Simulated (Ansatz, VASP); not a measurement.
# MgO: VASP beside Ansatz

The input INCAR:

```
SYSTEM = MgO
PREC = Accurate ; ENCUT = 520
EDIFF = 1E-8 ; ISMEAR = -1
SIGMA = 0.08 ; LREAL = .FALSE.
LASPH = .TRUE. ; NELM = 60
ALGO = Normal ; ISIF = 2
LWAVE = .FALSE. ; LCHARG = .FALSE.
GGA = PE ; LEFG = .TRUE.
NBANDS = 11
```

Contents of KPOINTS:

```
regular mesh
0
G
  13 13 13
  0 0 0
```

File POSCAR:

```
MgO
1.0
    0.0000000000      2.3511193090      2.3511193090
    2.3511193090      0.0000000000      2.3511193090
    2.3511193090      2.3511193090      0.0000000000
Mg O
1 1
Direct
    0.0000000000      0.0000000000      0.0000000000
    0.2500000000      0.2500000000      0.2500000000
```

Input for Ansatz:

```yaml
crystal:
  lattice:
    - [0.0, 2.351119309, 2.351119309]
    - [2.351119309, 0.0, 2.351119309]
    - [2.351119309, 2.351119309, 0.0]
  atoms:
    - { symbol: Mg, position: [0.0, 0.0, 0.0] }
    - { symbol: O, position: [0.25, 0.25, 0.25] }
kpoints:
  mp_grid: { grid: [13, 13, 13] }
scf:
  occupations: { method: fermi_dirac, width: 0.08 }
hamiltonian:
  xc: pbe
  pseudopotentials: { kind: paw }
output:
  forces: true
  stress: true
  eigenvalues: true
  efg: { contact_densities: true }
```

Change from the starting cell: volume scaled by 1.06, PAW files.

Alike in both runs: task electric field gradients; functional PBE; k mesh 13 × 13 × 13; occupations fermi-dirac, width 0.08 eV; no spin polarisation.

|  | VASP | Ansatz |
| --- | --- | --- |
| version | VASP 6.6.1 | Ansatz 0.2.0 |
| potentials or method | VASP PAW PBE potentials, release 64 (Mg, O) | PAW with Ansatz's default frozen-core files, scalar-relativistic |
| plane-wave cutoff (eV) | 520 | 420 |
| valence electrons in the cell | 8 | 16 |

VASP gave:

- gap on the k mesh at the Fermi level (eV): 3.16
- pressure (GPa): -6.3

**Question.** Estimate Ansatz's values.

**Answer.** gap on the k mesh at the Fermi level (eV): 3.17; pressure (GPa): -5.9.

With one functional, cell and mesh, what is left measures potentials, basis and numerics. VASP's potentials hold 8 valence electrons a cell and Ansatz's 16, so a difference there can come from the potentials and not from the codes.
